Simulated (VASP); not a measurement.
Write the native input for VASP 6.6.1 that does the following.

- Task: single point
- Functional: PBE
- Potentials or basis: VASP PAW PBE potentials, release 64 (Ni, Fe)
- Cutoff: 520 eV
- k mesh: 8 × 8 × 8
- Occupations: fermi-dirac, width 0.05 eV
- Spin: collinear spin, ferromagnetic start
- Starting moments: [1.0, 1.0, 1.0, 3.0] μB
- Dipole correction: no
- Further INCAR settings: ALGO = Normal; EDIFF = 1e-06; NBANDS = 31

The structure of FeNi3 (Awaruite) lies in POSCAR:

```
FeNi3
1.0
    3.6145274555      0.0000000000      0.0000000000
    0.0000000000      3.6145274555      0.0000000000
    0.0000000000      0.0000000000      3.6145274555
Ni Fe
3 1
Direct
    0.5000000000      0.5000000000      0.0000000000
    0.5000000000      0.0000000000      0.5000000000
    0.0000000000      0.5000000000      0.5000000000
    0.0000000000      0.0000000000      0.0000000000
```

These files were run (other wordings do the same):

INCAR

```
PREC = Accurate
ENCUT = 520
EDIFF = 1E-6
ISMEAR = -1
SIGMA = 0.05
LREAL = F
LASPH = T
NELM = 150
ALGO = Normal
ISIF = 2
LWAVE = F
LCHARG = F
ISPIN = 2
MAGMOM = 1 1 1 3
LORBIT = 11
LMAXMIX = 4
GGA = PE
NBANDS = 31
```

KPOINTS

```
Automatic mesh
0
Gamma
  8 8 8
```

Potentials or basis: VASP PAW PBE potentials, release 64 (Ni, Fe).

Command:

```sh
$ cat potpaw_PBE.64/Ni/POTCAR potpaw_PBE.64/Fe/POTCAR > POTCAR
$ mpirun -np 1 vasp_std > vasp.out
```

It gave:

The pressure is -9.7 GPa, the net moment is 4.95 μB per cell and the site moments are Ni +0.67; Fe +2.99 μB. The valence electrons inside the program's atomic spheres are Ni 9.24; Fe 6.98.

It took 73 s on 1 thread of Intel Xeon 6975P-C (shared host), peak memory 0.22 GiB.
